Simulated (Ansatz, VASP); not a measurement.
**Two plane-wave programs on Pd**

File INCAR:

```
SYSTEM = Pd
  PREC = Accurate
  ENCUT = 520
  EDIFF = 1E-6
  ISMEAR = -1
  SIGMA = 0.08
  LREAL = .False.
  LASPH = .True.
  NELM = 80
  ALGO = Normal
  ISIF = 2
  LWAVE = .False.
  LCHARG = .True.
  GGA = PE
  LELF = .True.
  LVHAR = .True.
  NBANDS = 11
```

File KPOINTS:

```
regular mesh
0
Gamma
  16 16 15
  0 0 0
```

File POSCAR:

```
Pd
1.0
    2.6952126899      0.0000000000      0.0000000000
   -1.3476063449      2.3341226580      0.0000000000
    0.0000000000      0.0000000000      2.6409536697
Pd
1
Direct
    0.0000000000      0.0000000000      0.0000000000
```

Input for Ansatz:

```yaml
crystal:
  lattice:
    - [2.6952126899, 0.0, 0.0]
    - [-1.3476063449, 2.334122658, 0.0]
    - [0.0, 0.0, 2.6409536697]
  atoms:
    - { symbol: Pd, position: [0.0, 0.0, 0.0] }
kpoints:
  mp_grid: { grid: [16, 16, 15] }
  band_path:
    path:
      - [0.0, 0.0, 0.0]
      - [0.5, 0.0, 0.0]
      - [0.3333333333, 0.3333333333, 0.0]
      - [0.0, 0.0, 0.0]
      - [0.0, 0.0, 0.5]
      - [0.5, 0.0, 0.5]
      - [0.3333333333, 0.3333333333, 0.5]
      - [0.0, 0.0, 0.5]
      - [0.5, 0.0, 0.5]
    npoints: 8
scf:
  occupations: { method: fermi_dirac, width: 0.08 }
hamiltonian:
  xc: pbe
  pseudopotentials: { kind: paw }
output:
  forces: true
  stress: true
  eigenvalues: true
  populations: true
  dos: { projected: true, de: 0.2, e_range: [-14, 8] }
  write_density: true
  write_potential: true
  elf: true
  volumetric_format: npy
```

Change from the starting cell: volume scaled by 1, PAW files.

Alike in both runs: task single point; functional PBE; k mesh 16 × 16 × 15; occupations fermi-dirac, width 0.08 eV; no spin polarisation.

|  | VASP | Ansatz |
| --- | --- | --- |
| version | VASP 6.6.1 | Ansatz 0.2.0 |
| potentials or method | VASP PAW PBE potentials, release 64 (Pd) | PAW with Ansatz's default frozen-core files, scalar-relativistic |
| plane-wave cutoff (eV) | 520 | 420 |
| valence electrons in the cell | 10 | 18 |

|  | VASP | Ansatz | Ansatz less VASP |
| --- | --- | --- | --- |
| pressure (GPa) | -0.3 | 0.0 | +0.31 |
| traceless stress, the component that is largest in VASP (GPa) | -0.07 | 0.00 | +0.064 |

VASP's potentials hold 10 valence electrons a cell and Ansatz's 18, so a difference there can come from the potentials and not from the codes.
